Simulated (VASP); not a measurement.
# ZnSnN2 (P-4m2) in VASP: a series of runs

Runs on ZnSnN2. Level: r2SCAN. Tasks: single point.

All numbers are computed with VASP 6.6.1; they aren't measurements. Logs are shortened: lines on timing, memory, paths and dates and some standing lists are left out, and cuts for length are marked.

**1. The cell of the first run**

The structure is tetragonal, space group P-4m2 (No. 115). Conventional cell: a = 3.382 Å, b = 3.382 Å, c = 4.557 Å, α = 90.00°, β = 90.00°, γ = 90.00°. Zn (site symmetry -4m2) has 4 N at 2.02 Å within 2.7 Å. Within 2.7 Å of N (site symmetry 2mm) lie 2 Zn at 2.02 Å and 2 Sn at 2.06 Å. Within 2.7 Å of Sn (site symmetry -4m2) lie 4 N at 2.06 Å.

**2. Single point, r2SCAN (uniaxial z strain -3.0%)**

File POSCAR:

```
ZnSnN2
1.0
    3.3820201418      0.0000000000      0.0000000000
    0.0000000000      3.3820201418      0.0000000000
    0.0000000000      0.0000000000      4.5567714480
Zn N Sn
1 2 1
Direct
    0.0000000000      0.0000000000      0.0000000000
    0.0000000000      0.5000000000      0.2427613364
    0.5000000000      0.0000000000      0.7572386636
    0.5000000000      0.5000000000      0.5000000000
```

File INCAR.step1:

```
SYSTEM = ZnSnN2
PREC = Accurate
ENCUT = 520
ISMEAR = -1
SIGMA = 0.02
LREAL = .FALSE.
LASPH = .TRUE.
NELM = 100
NBANDS = 26
GGA = PE
ALGO = Normal
EDIFF = 1E-4
LWAVE = .TRUE.
LCHARG = .FALSE.
```

File INCAR.step2:

```
SYSTEM = ZnSnN2
PREC = Accurate
ENCUT = 520
EDIFF = 1E-7
ISMEAR = -1
SIGMA = 0.02
LREAL = .FALSE.
LASPH = .TRUE.
NELM = 100
ALGO = Normal
ISIF = 2
LWAVE = .FALSE.
LCHARG = .TRUE.
METAGGA = R2SCAN
LMIXTAU = .TRUE.
LELF = .TRUE.
LVHAR = .TRUE.
NBANDS = 26
ISTART = 1
```

File KPOINTS:

```
regular mesh
0
G
  8 8 6
  0 0 0
```

Potentials or basis: VASP PAW PBE potentials, release 64 (Zn, N, Sn_d).

On the command line:

```bash
> cat potpaw_PBE.64/Zn/POTCAR potpaw_PBE.64/N/POTCAR potpaw_PBE.64/Sn_d/POTCAR > POTCAR
> cp INCAR.step1 INCAR
> mpirun -np 1 vasp_std > vasp.out
> cp INCAR.step2 INCAR
> mpirun -np 1 vasp_std > vasp.out
```

OUTCAR:

```text
SYSTEM = ZnSnN2
   PREC = Accurate
   ENCUT = 520
   EDIFF = 1E-7
   ISMEAR = -1
   LREAL = .FALSE.
   LASPH = .TRUE.
   NELM = 100
   ISIF = 2
   METAGGA = R2SCAN
   ISTART = 1

 ion  position               nearest neighbor table
   1  0.000  0.000  0.000-   2 2.02   3 2.02   2 2.02   3 2.02   4 3.30   4 3.30   4 3.30   4 3.30
                             4 3.30   4 3.30   4 3.30   4 3.30
   2  0.000  0.500  0.243-   1 2.02   1 2.02   4 2.06   4 2.06
   3  0.500  0.000  0.757-   1 2.02   1 2.02   4 2.06   4 2.06
   4  0.500  0.500  0.500-   2 2.06   3 2.06   3 2.06   2 2.06   1 3.30   1 3.30   1 3.30   1 3.30
                             1 3.30   1 3.30   1 3.30   1 3.30

  LATTYP: Found a simple tetragonal cell.
 ALAT       =     3.3820201418
 C/A-ratio  =     1.3473519544

  Lattice vectors:

 A1 = (   3.3820201418,   0.0000000000,   0.0000000000)
 A2 = (   0.0000000000,   3.3820201418,   0.0000000000)
 A3 = (   0.0000000000,   0.0000000000,   4.5567714480)

Analysis of symmetry for initial positions (statically):
=====================================================================
 Subroutine PRICEL returns:
 Original cell was already a primitive cell.

 Routine SETGRP: Setting up the symmetry group for a
 simple tetragonal supercell.

 Subroutine GETGRP returns: Found  8 space group operations
 (whereof  8 operations were pure point group operations)
 out of a pool of 16 trial point group operations.

The static configuration has the point symmetry D_2d.

Analysis of symmetry for dynamics (positions and initial velocities):
=====================================================================
 Subroutine PRICEL returns:
 Original cell was already a primitive cell.

 Routine SETGRP: Setting up the symmetry group for a
 simple tetragonal supercell.

 Subroutine GETGRP returns: Found  8 space group operations
 (whereof  8 operations were pure point group operations)
 out of a pool of 16 trial point group operations.

The dynamic configuration has the point symmetry D_2d.

 Subroutine INISYM returns: Found  8 space group operations
 (whereof  8 operations are pure point group operations),
 and found     1 'primitive' translations

----------------------------------------------------------------------------------------

                                     Primitive cell

  volume of cell :      52.1206

  direct lattice vectors                    reciprocal lattice vectors
     3.382020142  0.000000000  0.000000000     0.295681267  0.000000000  0.000000000
     0.000000000  3.382020142  0.000000000     0.000000000  0.295681267  0.000000000
     0.000000000  0.000000000  4.556771448     0.000000000  0.000000000  0.219453622

  length of vectors
     3.382020142  3.382020142  4.556771448     0.295681267  0.295681267  0.219453622

  position of ions in fractional coordinates (direct lattice)
     0.000000000  0.000000000  0.000000000
     0.000000000  0.500000000  0.242761336
     0.500000000  0.000000000  0.757238664
     0.500000000  0.500000000  0.500000000

  ion indices of the primitive-cell ions
   primitive index   ion index
                 1           1
                 2           2
                 3           3
                 4           4

----------------------------------------------------------------------------------------

 KPOINTS: regular mesh

Automatic generation of k-mesh.
 Grid dimensions read from file:
 generate k-points for:    8    8    6

 Generating k-lattice:

  Cartesian coordinates                     Fractional coordinates (reciprocal lattice)
     0.036960158  0.000000000  0.000000000     0.125000000  0.000000000  0.000000000
     0.000000000  0.036960158  0.000000000     0.000000000  0.125000000  0.000000000
     0.000000000  0.000000000  0.036575604     0.000000000  0.000000000  0.166666667

  Length of vectors
     0.036960158  0.036960158  0.036575604

  Shift w.r.t. Gamma in fractional coordinates (k-lattice)
     0.000000000  0.000000000  0.000000000

 Subroutine IBZKPT returns following result:
 ===========================================

 Found     60 irreducible k-points:

 Following reciprocal coordinates:
            Coordinates               Weight
  0.000000  0.000000  0.000000      1.000000
  0.125000  0.000000  0.000000      4.000000
  0.250000  0.000000  0.000000      4.000000
  0.375000  0.000000  0.000000      4.000000
  0.500000  0.000000  0.000000      2.000000
  0.125000  0.125000  0.000000      4.000000
[... 16 lines left out ...]
  0.375000  0.125000  0.166667     16.000000
  0.500000  0.125000  0.166667      8.000000
 [... further k-points ...]
   k-points           NKPTS =     60   k-points in BZ     NKDIM =     60   number of bands    NBANDS=     26
   number of dos      NEDOS =    301   number of ions     NIONS =      4
   total plane-waves  NPLWV =  28224
   dimension x,y,z NGX =    28 NGY =   28 NGZ =   36
   dimension x,y,z NGXF=    56 NGYF=   56 NGZF=   72
   ions per type =               1   2   1
   NGX,Y,Z   is equivalent  to a cutoff of  13.76, 13.76, 13.13 a.u.
   NGXF,Y,Z  is equivalent  to a cutoff of  27.53, 27.53, 26.27 a.u.
 SYSTEM =  ZnSnN2
   PREC   = accura    normal or accurate (medium, high low for compatibility)
   ISTART =      1    job   : 0-new  1-cont  2-samecut
   ICHARG =      0    charge: 1-file 2-atom 10-const
   ISPIN  =      1    spin polarized calculation?
   LNONCOLLINEAR =      F non collinear calculations
   LSORBIT =      F    spin-orbit coupling
   LASPH  =      T    aspherical Exc in radial PAW
   ENCUT  =  520.0 eV  38.22 Ry    6.18 a.u.   6.29  6.29  8.47*2*pi/ulx,y,z
   NELM   =    100;   NELMIN=  2; NELMDL=  0     # of ELM steps
   EDIFF  = 0.1E-06   stopping-criterion for ELM
   LREAL  =      F    real-space projection
   EDIFFG = 0.1E-05   stopping-criterion for IOM
   NSW    =      0    number of steps for IOM
   IBRION =     -1    ionic relax: 0-MD 1-quasi-New 2-CG
   NFREE  =      0    steps in history (QN), initial steepest desc. (CG)
   ISIF   =      2    stress and relaxation
   ISYM   =      2    0-nonsym 1-usesym 2-fastsym
   POTIM  = 0.5000    time-step for ionic-motion
   TEBEG  =    0.0;   TEEND  =   0.0 temperature during run
   PSTRESS=    0.0 pullay stress
   NELECT =      36.0000    total number of electrons
   NUPDOWN=      -1.0000    fix difference up-down
   EMIN   =  10.00;   EMAX   =-10.00  energy-range for DOS
   EFERMI =   0.00;   METHOD = LEGACY
   ISMEAR =    -1;   SIGMA  =   0.02  broadening in eV -4-tet -1-fermi 0-gaus
   EFERMI_NEDOS =   21; number of points for ismear=-14 and -15
   IALGO  =     38    algorithm
   IMIX   =      4    mixing-type and parameters
     AMIX     =   0.40;   BMIX     =  1.00
     AMIX_MAG =   1.60;   BMIX_MAG =  1.00
  volume/ion in A,a.u.               =      13.03        87.93
  Fermi-wavevector in a.u.,A,eV,Ry     =   1.447124  2.734668 28.492889  2.094168
  Thomas-Fermi vector in A             =   2.565115
   LORBIT       =      0    0 simple, 1 ext, 2 COOP (PROOUT), +10 PAW based schemes
   METAGGA = R2SCAN    functional components
   LHFCALC =     F    Hartree Fock is set to
   AEXX    =    0.0000 exact exchange contribution
   IVDW    =     0    specifies the selected vdW correction
   LEPSILON=     F    determine dielectric tensor
   LRPA    =     F    only Hartree local field effects (RPA)
 non-spin polarized calculation
  energy-cutoff  :      520.00
  volume of cell :       52.12
 maximum number of plane-waves:      1424
 NGX is ok and might be reduce to    28
   NGX = 13   NGY = 13   NGZ = 17

 number of electron      35.9999984 magnetization

 Free energy of the ion-electron system (eV)
  ---------------------------------------------------
  ext. energy  EPLUGINS =         0.00000000
  ---------------------------------------------------
  free energy    TOTEN  =       -52.27903751 eV

  energy without entropy =      -52.27903715  energy(sigma->0) =      -52.27903733

 E-fermi :   5.8512     XC(G=0): -12.0727

 val. band max:        5.6782159091   @ k =   0.0000   0.0000   0.0000
 cond. band min:       6.0239998192   @ k =   0.0000   0.0000   0.0000
 fundamental gap:      0.3457839101
 Fermi energy:         5.8511912838

 k-point     1 :       0.0000    0.0000    0.0000
  band No.  band energies     occupation
      1     -16.2560      2.00000
      2     -15.9161      2.00000
      3     -15.9161      2.00000
      4     -15.8569      2.00000
      5     -15.6984      2.00000
      6     -11.1314      2.00000
[... 18 lines left out ...]
     25      16.9312      0.00000
     26      19.5212      0.00000

 k-point     2 :       0.1250    0.0000    0.0000
  band No.  band energies     occupation
      1     -16.2343      2.00000
      2     -15.9428      2.00000
      3     -15.9148      2.00000
      4     -15.8453      2.00000
      5     -15.7064      2.00000
      6     -10.9831      2.00000
[... 18 lines left out ...]
     25      16.8173      0.00000
     26      18.9595      0.00000

 k-point     3 :       0.2500    0.0000    0.0000
  band No.  band energies     occupation
      1     -16.1865      2.00000
      2     -16.0014      2.00000
      3     -15.9114      2.00000
      4     -15.8171      2.00000
      5     -15.7258      2.00000
      6     -10.5628      2.00000
[... 18 lines left out ...]
     25      16.4438      0.00000
     26      18.5026      0.00000

 k-point     4 :       0.3750    0.0000    0.0000
  band No.  band energies     occupation
      1     -16.1486      2.00000
      2     -16.0531      2.00000
      3     -15.9080      2.00000
      4     -15.7842      2.00000
      5     -15.7451      2.00000
      6      -9.9604      2.00000
[... 18 lines left out ...]
     25      15.7654      0.00000
     26      17.9505      0.00000
[... 496 lines left out ...]
      1     -16.1700      2.00000
      2     -16.0035      2.00000
      3     -15.9208      2.00000
      4     -15.8111      2.00000
      5     -15.7351      2.00000
      6     -10.3312      2.00000
[... 18 lines left out ...]
     25      16.8515      0.00000
     26      17.6172      0.00000

 k-point    23 :       0.3750    0.1250    0.1667
  band No.  band energies     occupation
      1     -16.1419      2.00000
      2     -16.0465      2.00000
      3     -15.9124      2.00000
      4     -15.7796      2.00000
      5     -15.7553      2.00000
      6      -9.7700      2.00000
[... 18 lines left out ...]
     25      16.7089      0.00000
     26      17.5509      0.00000

 k-point    24 :       0.5000    0.1250    0.1667
  band No.  band energies     occupation
      1     -16.1399      2.00000
      2     -16.0566      2.00000
      3     -15.9089      2.00000
      4     -15.7640      2.00000
      5     -15.7637      2.00000
      6      -9.3597      2.00000
[... 18 lines left out ...]
     25      16.5788      0.00000
     26      17.5115      0.00000

 [... further k-points ...]

------------------------ aborting loop because EDIFF is reached ----------------------------------------

  FORCE on cell =-STRESS in cart. coord.  units (eV):
  Direction    XX          YY          ZZ          XY          YZ          ZX
  --------------------------------------------------------------------------------------
  -------------------------------------------------------------------------------------
  Total        1.5481324      1.5481324      2.1193739      0.0000000      0.0000000      0.0000000
  in kB       47.5892725     47.5892725     65.1491188      0.0000000      0.0000000      0.0000000
  external PRESSURE =      53.4425546 kB  Pullay stress =       0.0000000 kB

 VOLUME and BASIS-vectors are now :
 -----------------------------------------------------------------------------
  energy-cutoff  :      520.00
  volume of cell :       52.12
      direct lattice vectors                 reciprocal lattice vectors
     3.382020142  0.000000000  0.000000000     0.295681267  0.000000000  0.000000000
     0.000000000  3.382020142  0.000000000     0.000000000  0.295681267  0.000000000
     0.000000000  0.000000000  4.556771448     0.000000000  0.000000000  0.219453622

 POSITION                                       TOTAL-FORCE (eV/Angst)
 -----------------------------------------------------------------------------------
      0.00000      0.00000      0.00000         0.000000      0.000000      0.000000
      0.00000      1.69101      1.10621         0.000000      0.000000     -0.006074
      1.69101      0.00000      3.45056        -0.000000      0.000000      0.006074
      1.69101      1.69101      2.27839         0.000000     -0.000000      0.000000
 -----------------------------------------------------------------------------------
    total drift:                                0.000000      0.000000      0.000000

  FREE ENERGIE OF THE ION-ELECTRON SYSTEM (eV)
  ---------------------------------------------------
  free  energy   TOTEN  =       -52.2790375077 eV

  energy  without entropy=      -52.2790371516  energy(sigma->0) =      -52.27903733
```

Run time: 4.4 min. Hardware: 1 thread of Intel Xeon Platinum 8259CL at 2.50GHz (Skylake/Cascade Lake), shared host; peak memory 0.23 GiB.

Results:

```
Free energy            : -52.2790 eV
Pressure               : 5.3 GPa
Largest force          : 0.006 eV/Å
Band gap on the k mesh : 0.35 eV, direct
```

Forces in eV/Å, atoms in the order of the input:
```
Zn   0.000  0.000  0.000
N    0.000  0.000 -0.006
N    0.000  0.000  0.006
Sn   0.000  0.000  0.000
```

Stress tensor (GPa, compression positive):
```
4.76 0.00 0.00
0.00 4.76 0.00
0.00 0.00 6.51
```

Caveat: the cell differs from its parent crystal (uniaxial z strain -3.0%); the PAW data sets were made with another functional, which shifts forces and pressure a little; spin-orbit coupling is left out, which moves the levels of the heavy elements.

(Continued in part 2 of 2.)
